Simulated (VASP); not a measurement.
A run of VASP 6.6.1 is set up as follows.

The input INCAR:

```
SYSTEM = KF
PREC     = Accurate       ! precision mode
ENCUT    = 520            ! plane-wave cutoff, eV
EDIFF    = 1E-6           ! SCF threshold, eV
ISMEAR   = 0              ! smearing method
SIGMA    = 0.05           ! smearing width, eV
LREAL    = .False.        ! projectors in reciprocal space
LASPH    = .True.         ! aspherical terms in the spheres
NELM     = 80             ! most SCF steps
ALGO     = Normal         ! electronic algorithm
ISIF     = 2              ! what is computed and relaxed
LWAVE    = .False.        ! write WAVECAR
LCHARG   = .False.        ! write CHGCAR
GGA      = PE             ! functional
NBANDS   = 15             ! bands
```

File KPOINTS:

```
Automatic mesh
0
Gamma
  8 8 8
  0 0 0
```

POSCAR

```
KF
1.0
    0.1503843750      2.6735000000      2.6735000000
    2.8238843750      0.0000000000      2.8238843750
    2.6735000000      2.6735000000      0.1503843750
K F
1 1
Direct
    0.0000000000      0.0000000000      0.0000000000
    0.5000000000      0.5000000000      0.5000000000
```

Potentials or basis: VASP PAW PBE potentials, release 64 (K_sv, F).

The run is started by

```sh
$ cat potpaw_PBE.64/K_sv/POTCAR potpaw_PBE.64/F/POTCAR > POTCAR
$ mpirun -np 1 vasp_std > vasp.out
```

Question: What does it give for the band gap on the k mesh?

Answer: 6.06 eV.

Question: Predict the pressure.

Answer: 1.3 GPa.

Stress tensor (GPa, compression positive):
```
 1.38  0.00 -1.50
 0.00  1.15  0.00
-1.50  0.00  1.38
```

Caveat: the cell differs from its parent crystal (strain +0.1125 x Voigt [0, 0, 0, 0, 1, 0]). A k mesh can miss the band edges.
